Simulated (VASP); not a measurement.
A run of VASP 6.6.1 is set up as follows.

File INCAR:

```
ALGO     = Normal         # electronic algorithm
EDIFF    = 1E-7           # SCF threshold, eV
ENCUT    = 520            # plane-wave cutoff, eV
GGA      = PE             # functional
ISIF     = 2              # what is computed and relaxed
ISMEAR   = -1             # smearing method
LASPH    = T              # aspherical terms in the spheres
LCHARG   = F              # write CHGCAR
LREAL    = F              # projectors in reciprocal space
LWAVE    = F              # write WAVECAR
NBANDS   = 34             # bands
NELM     = 60             # most SCF steps
PREC     = Accurate       # precision mode
SIGMA    = 0.1            # smearing width, eV
```

File KPOINTS:

```
k-points
0
Gamma
  7 7 6
```

The input POSCAR:

```
Ga
1.0
    2.3107968683     -3.8729233244      0.0000000000
    2.3107968683      3.8729233244      0.0000000000
    0.0000000000      0.0000000000      4.5463111460
Ga
4
Direct
    0.8442122196      0.1557877804      0.0839449706
    0.6557877804      0.3442122196      0.5839449706
    0.1557877804      0.8442122196      0.9160550294
    0.3442122196      0.6557877804      0.4160550294
```

Potentials or basis: VASP PAW PBE potentials, release 64 (Ga_d).

Command:

```bash
$ cat potpaw_PBE.64/Ga_d/POTCAR > POTCAR
$ mpirun -np 1 vasp_std > vasp.out
```

(1) Predict the largest force.

(2) What does it give for the band gap on the k mesh?

Answers

(1) 0.009 eV/Å.

(2) zero (band 26 reaches 5.04 eV, above the bottom of band 27 at 3.70 eV).
